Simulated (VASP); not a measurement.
Write the native input for VASP 6.6.1 that does the following.

- Task: single point
- Functional: PBEsol
- Potentials or basis: VASP PAW PBE potentials, release 64 (Ga_d)
- Cutoff: 520 eV
- k mesh: 15 × 15 × 8
- Occupations: fermi-dirac, width 0.1 eV
- Spin: no spin polarisation
- Dipole correction: no
- Further INCAR settings: ALGO = Normal; EDIFF = 1e-06; NBANDS = 20

The structure of Ga lies in POSCAR:

```
Ga
1.0
    2.7981077840      0.0000000000      0.0000000000
   -1.3990538920      2.4232324235      0.0000000000
    0.0000000000      0.0000000000      4.7330926902
Ga
2
Direct
    0.3333333333      0.6666666667      0.2500000000
    0.6666666667      0.3333333333      0.7500000000
```

The input as run:

INCAR

```
PREC     = Accurate       # precision mode
ENCUT    = 520            # plane-wave cutoff, eV
EDIFF    = 1E-6           # SCF threshold, eV
ISMEAR   = -1             # smearing method
SIGMA    = 0.1            # smearing width, eV
LREAL    = False          # projectors in reciprocal space
LASPH    = True           # aspherical terms in the spheres
NELM     = 80             # most SCF steps
ALGO     = Normal         # electronic algorithm
ISIF     = 2              # what is computed and relaxed
LWAVE    = False          # write WAVECAR
LCHARG   = False          # write CHGCAR
GGA      = PS             # functional
NBANDS   = 20             # bands
```

KPOINTS

```
regular mesh
0
Gamma
  15 15 8
```

Potentials or basis: VASP PAW PBE potentials, release 64 (Ga_d).

Run with:

```bash
$ cat potpaw_PBE.64/Ga_d/POTCAR > POTCAR
$ mpirun -np 1 vasp_std > vasp.out
```

It gave:

* Pressure: 8.1 GPa
* Band gap on the k mesh: zero (band 13 reaches 11.58 eV, above the bottom of band 14 at 3.55 eV)

Caveat: the PAW data sets were made with another functional, which shifts forces and pressure a little.

Wall time 80 s on 1 thread of Intel Xeon 8259CL, with other jobs on the host, peak memory 0.2 GiB.
